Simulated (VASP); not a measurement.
# Bi2Se3 (R-3m) in VASP: a series of runs

Runs on Bi2Se3. Level: PBEsol. Tasks: electric field gradients.

All numbers are computed with VASP 6.6.1; they aren't measurements. Logs are shortened: lines on timing, memory, paths and dates and some standing lists are left out, and cuts for length are marked.

**1. The cell of the first run**

It takes space group R-3m (No. 166, trigonal). Conventional cell: a = 4.198 Å, b = 4.198 Å, c = 29.013 Å, α = 90.00°, β = 90.00°, γ = 120.00°. Within 3.8 Å of Bi (site symmetry 3m) lie 6 Se at 2.89 to 3.12 Å. Within 4.1 Å of Se (site symmetry -3m) lie 6 Bi at 3.12 Å. Se (site symmetry 3m) has 3 Bi at 2.89 Å and 3 Se at 3.56 Å within 3.8 Å.

**2. Electric field gradients, PBEsol (volume scaled by 1.04)**

INCAR

```
SYSTEM = Bi2Se3
ALGO = Normal ; EDIFF = 1E-8
ENCUT = 520 ; GGA = PS
ISIF = 2 ; ISMEAR = -1
LASPH = .TRUE. ; LCHARG = .FALSE.
LEFG = .TRUE. ; LREAL = .FALSE.
LWAVE = .FALSE. ; NBANDS = 32
NELM = 100 ; PREC = Accurate
SIGMA = 0.03
```

KPOINTS

```
k-points
0
G
  6 6 6
  0 0 0
```

POSCAR

```
Bi2Se3
1.0
    2.0987589926      1.2117190693      9.6709408521
   -2.0987589926      1.2117190693      9.6709408521
    0.0000000000     -2.4234381387      9.6709408521
Bi Se
2 3
Direct
    0.4008000000      0.4008000000      0.4008000000
    0.5992000000      0.5992000000      0.5992000000
    0.0000000000      0.0000000000      0.0000000000
    0.2117000000      0.2117000000      0.2117000000
    0.7883000000      0.7883000000      0.7883000000
```

Potentials or basis: VASP PAW PBE potentials, release 64 (Bi_d, Se).

Launch:

```console
$ cat potpaw_PBE.64/Bi_d/POTCAR potpaw_PBE.64/Se/POTCAR > POTCAR
$ mpirun -np 1 vasp_std > vasp.out
```

OUTCAR:

```text
SYSTEM = Bi2Se3
   EDIFF = 1E-8
   ENCUT = 520
   GGA = PS
   ISIF = 2
   ISMEAR = -1
   LASPH = .TRUE.
   LREAL = .FALSE.
   NELM = 100
   PREC = Accurate

 ion  position               nearest neighbor table
   1  0.401  0.401  0.401-   5 2.89   5 2.89   5 2.89   3 3.12   3 3.12   3 3.12
   2  0.599  0.599  0.599-   4 2.89   4 2.89   4 2.89   3 3.12   3 3.12   3 3.12
   3  0.000  0.000  0.000-   2 3.12   1 3.12   2 3.12   2 3.12   1 3.12   1 3.12
   4  0.212  0.212  0.212-   2 2.89   2 2.89   2 2.89
   5  0.788  0.788  0.788-   1 2.89   1 2.89   1 2.89

  LATTYP: Found a trigonal (rhomboedric) cell.
 ALAT       =     9.9699623558
 COS(alpha) =     0.9113725817

  Lattice vectors:

 A1 = (   2.0987589926,   1.2117190693,   9.6709408521)
 A2 = (  -2.0987589926,   1.2117190693,   9.6709408521)
 A3 = (   0.0000000000,  -2.4234381387,   9.6709408521)

Analysis of symmetry for initial positions (statically):
=====================================================================
 Subroutine PRICEL returns:
 Original cell was already a primitive cell.

 Routine SETGRP: Setting up the symmetry group for a
 trigonal (rhombohedral) supercell.

 Subroutine GETGRP returns: Found 12 space group operations
 (whereof 12 operations were pure point group operations)
 out of a pool of 12 trial point group operations.

The static configuration has the point symmetry D_3d.

Analysis of symmetry for dynamics (positions and initial velocities):
=====================================================================
 Subroutine PRICEL returns:
 Original cell was already a primitive cell.

 Routine SETGRP: Setting up the symmetry group for a
 trigonal (rhombohedral) supercell.

 Subroutine GETGRP returns: Found 12 space group operations
 (whereof 12 operations were pure point group operations)
 out of a pool of 12 trial point group operations.

The dynamic configuration has the point symmetry D_3d.

 Subroutine INISYM returns: Found 12 space group operations
 (whereof 12 operations are pure point group operations),
 and found     1 'primitive' translations

----------------------------------------------------------------------------------------

                                     Primitive cell

  volume of cell :     147.5654

  direct lattice vectors                    reciprocal lattice vectors
     2.098758993  1.211719069  9.670940852     0.238236025  0.137545633  0.034467519
    -2.098758993  1.211719069  9.670940852    -0.238236025  0.137545633  0.034467519
     0.000000000 -2.423438139  9.670940852     0.000000000 -0.275091266  0.034467519

  length of vectors
     9.969962356  9.969962356  9.969962356     0.277242159  0.277242159  0.277242159

  position of ions in fractional coordinates (direct lattice)
     0.400800000  0.400800000  0.400800000
     0.599200000  0.599200000  0.599200000
     0.000000000  0.000000000  0.000000000
     0.211700000  0.211700000  0.211700000
     0.788300000  0.788300000  0.788300000

  ion indices of the primitive-cell ions
   primitive index   ion index
                 1           1
                 2           2
                 3           3
                 4           4
                 5           5

----------------------------------------------------------------------------------------

 KPOINTS: k-points

Automatic generation of k-mesh.
 Grid dimensions read from file:
 generate k-points for:    6    6    6

 Generating k-lattice:

  Cartesian coordinates                     Fractional coordinates (reciprocal lattice)
     0.039706004  0.022924272  0.005744586     0.166666667  0.000000000  0.000000000
    -0.039706004  0.022924272  0.005744586     0.000000000  0.166666667  0.000000000
     0.000000000 -0.045848544  0.005744586     0.000000000  0.000000000  0.166666667

  Length of vectors
     0.046207026  0.046207026  0.046207026

[... 38 lines left out ...]
   dimension x,y,z NGX =    80 NGY =   80 NGZ =   80
   dimension x,y,z NGXF=   160 NGYF=  160 NGZF=  160
   ions per type =               2   3
   NGX,Y,Z   is equivalent  to a cutoff of  13.34, 13.34, 13.34 a.u.
   NGXF,Y,Z  is equivalent  to a cutoff of  26.68, 26.68, 26.68 a.u.
 SYSTEM =  Bi2Se3
   PREC   = accura    normal or accurate (medium, high low for compatibility)
   ISTART =      0    job   : 0-new  1-cont  2-samecut
   ICHARG =      2    charge: 1-file 2-atom 10-const
   ISPIN  =      1    spin polarized calculation?
   LNONCOLLINEAR =      F non collinear calculations
   LSORBIT =      F    spin-orbit coupling
   LASPH  =      T    aspherical Exc in radial PAW
   ENCUT  =  520.0 eV  38.22 Ry    6.18 a.u.  18.54 18.54 18.54*2*pi/ulx,y,z
   NELM   =    100;   NELMIN=  2; NELMDL= -5     # of ELM steps
   EDIFF  = 0.1E-07   stopping-criterion for ELM
   LREAL  =      F    real-space projection
   EDIFFG = 0.1E-06   stopping-criterion for IOM
   NSW    =      0    number of steps for IOM
   IBRION =     -1    ionic relax: 0-MD 1-quasi-New 2-CG
   NFREE  =      0    steps in history (QN), initial steepest desc. (CG)
   ISIF   =      2    stress and relaxation
   ISYM   =      2    0-nonsym 1-usesym 2-fastsym
   POTIM  = 0.5000    time-step for ionic-motion
   TEBEG  =    0.0;   TEEND  =   0.0 temperature during run
   PSTRESS=    0.0 pullay stress
   NELECT =      48.0000    total number of electrons
   NUPDOWN=      -1.0000    fix difference up-down
   EMIN   =  10.00;   EMAX   =-10.00  energy-range for DOS
   EFERMI =   0.00;   METHOD = LEGACY
   ISMEAR =    -1;   SIGMA  =   0.03  broadening in eV -4-tet -1-fermi 0-gaus
   EFERMI_NEDOS =   21; number of points for ismear=-14 and -15
   IALGO  =     38    algorithm
   IMIX   =      4    mixing-type and parameters
     AMIX     =   0.40;   BMIX     =  1.00
     AMIX_MAG =   1.60;   BMIX_MAG =  1.00
  volume/ion in A,a.u.               =      29.51       199.16
  Fermi-wavevector in a.u.,A,eV,Ry     =   1.125884  2.127613 17.246954  1.267615
  Thomas-Fermi vector in A             =   2.262563
   LORBIT       =      0    0 simple, 1 ext, 2 COOP (PROOUT), +10 PAW based schemes
   GGA     = PS    functional components
   LHFCALC =     F    Hartree Fock is set to
   AEXX    =    0.0000 exact exchange contribution
   IVDW    =     0    specifies the selected vdW correction
   LEPSILON=     F    determine dielectric tensor
   LRPA    =     F    only Hartree local field effects (RPA)
 non-spin polarized calculation
  energy-cutoff  :      520.00
  volume of cell :      147.57
 maximum number of plane-waves:      4000
 NGX is ok and might be reduce to    80
   NGX = 37   NGY = 37   NGZ = 37

 number of electron      48.0000001 magnetization

 Free energy of the ion-electron system (eV)
  ---------------------------------------------------
  ext. energy  EPLUGINS =         0.00000000
  ---------------------------------------------------
  free energy    TOTEN  =       -21.99923133 eV

  energy without entropy =      -21.99911190  energy(sigma->0) =      -21.99917161

 E-fermi :   4.4301     XC(G=0):  -9.5050

 val. band max:        4.3444459049   @ k =   0.0000   0.0000   0.0000
 cond. band min:       4.5157306085   @ k =   0.0000   0.0000   0.0000
 fundamental gap:      0.1712847035
 Fermi energy:         4.4301105596

 k-point     1 :       0.0000    0.0000    0.0000
  band No.  band energies     occupation
      1     -18.6221      2.00000
      2     -18.6221      2.00000
      3     -18.6207      2.00000
      4     -18.6207      2.00000
      5     -18.6155      2.00000
      6     -18.6133      2.00000
[... 829 lines left out ...]
     31       9.0897      0.00000
     32      10.7860      0.00000

 [... further k-points ...]
[... 5 lines left out ...]
  --------------------------------------------------------------------------------------
  -------------------------------------------------------------------------------------
  Total       -2.3741018     -2.3741018     -2.2883254      0.0000000      0.0000000      0.0000000
  in kB      -25.7765882    -25.7765882    -24.8452784      0.0000000      0.0000000      0.0000000
  external PRESSURE =     -25.4661516 kB  Pullay stress =       0.0000000 kB

 VOLUME and BASIS-vectors are now :
 -----------------------------------------------------------------------------
  energy-cutoff  :      520.00
  volume of cell :      147.57
      direct lattice vectors                 reciprocal lattice vectors
     2.098758993  1.211719069  9.670940852     0.238236025  0.137545633  0.034467519
    -2.098758993  1.211719069  9.670940852    -0.238236025  0.137545633  0.034467519
     0.000000000 -2.423438139  9.670940852     0.000000000 -0.275091266  0.034467519

 POSITION                                       TOTAL-FORCE (eV/Angst)
 -----------------------------------------------------------------------------------
      0.00000     -0.00000     11.62834         0.000000      0.000000     -0.073821
      0.00000     -0.00000     17.38448         0.000000     -0.000000      0.073821
      0.00000      0.00000      0.00000         0.000000     -0.000000      0.000000
      0.00000     -0.00000      6.14201         0.000000     -0.000000      0.193625
      0.00000     -0.00000     22.87081         0.000000      0.000000     -0.193625
 -----------------------------------------------------------------------------------
    total drift:                                0.000000      0.000000     -0.000000

  FREE ENERGIE OF THE ION-ELECTRON SYSTEM (eV)
  ---------------------------------------------------
  free  energy   TOTEN  =       -21.9992313251 eV

  energy  without entropy=      -21.9991118973  energy(sigma->0) =      -21.99917161

 Electric field gradients (V/A^2)
---------------------------------------------------------------------
 ion       V_xx      V_yy      V_zz      V_xy      V_xz      V_yz
---------------------------------------------------------------------
   1      -2.141    -2.141     4.282    -0.000    -0.000     0.000
   2      -2.141    -2.141     4.282    -0.000    -0.000     0.000
   3     -36.228   -36.228    72.457     0.000     0.000     0.000
   4       5.932     5.932   -11.863    -0.000    -0.000     0.000
   5       5.932     5.932   -11.863     0.000    -0.000     0.000
---------------------------------------------------------------------

 Electric field gradients after diagonalization (V/A^2)
 (convention: |V_zz| > |V_xx| > |V_yy|)
----------------------------------------------------------------------
 ion       V_xx      V_yy      V_zz     asymmetry (V_yy - V_xx)/ V_zz
----------------------------------------------------------------------
   1      -2.141    -2.141     4.282       0.000
   2      -2.141    -2.141     4.282       0.000
   3     -36.228   -36.228    72.457       0.000
   4       5.932     5.932   -11.863       0.000
   5       5.932     5.932   -11.863       0.000
----------------------------------------------------------------------

           NMR quadrupolar parameters

 Cq : quadrupolar parameter    Cq=e*Q*V_zz/h
 eta: asymmetry parameters     (V_yy - V_xx)/ V_zz
 Q  : nuclear electric quadrupole moment in mb (millibarn)
----------------------------------------------------------------------
 ion       Cq(MHz)       eta       Q (mb)
----------------------------------------------------------------------
   1       0.010       0.000       1.000
   2       0.010       0.000       1.000
   3       0.175       0.000       1.000
   4      -0.029       0.000       1.000
   5      -0.029       0.000       1.000
----------------------------------------------------------------------
```

It took 13 min on 1 thread of Intel Xeon Platinum 8559C (Emerald Rapids), shared host; peak memory 0.93 GiB.

What came out:

| Property | Result |
| --- | --- |
| Free energy | -21.9992 eV |
| Pressure | -2.5 GPa |
| Largest force | 0.194 eV/Å |
| Band gap on the k mesh | 0.17 eV, direct |

Forces on the atoms (eV/Å):
```
Bi   0.000  0.000 -0.074
Bi   0.000  0.000  0.074
Se   0.000  0.000  0.000
Se   0.000  0.000  0.194
Se   0.000  0.000 -0.194
```

Electric field gradients, principal values (V/Å²):
```csv
atom,least,middle,greatest (by size)
1 Bi,-2.141,-2.141,4.282
2 Bi,-2.141,-2.141,4.282
3 Se,-36.228,-36.228,72.457
4 Se,5.932,5.932,-11.863
5 Se,5.932,5.932,-11.863
```

Caveat: without QUAD_EFG the Cq values of the log hold for a quadrupole moment of 1 mb, not for the nuclei; the PAW data sets were made with another functional, which shifts forces and pressure a little; spin-orbit coupling is left out, which moves the levels of the heavy elements. A k mesh can miss the band edges.

[end of part 1 of 2]
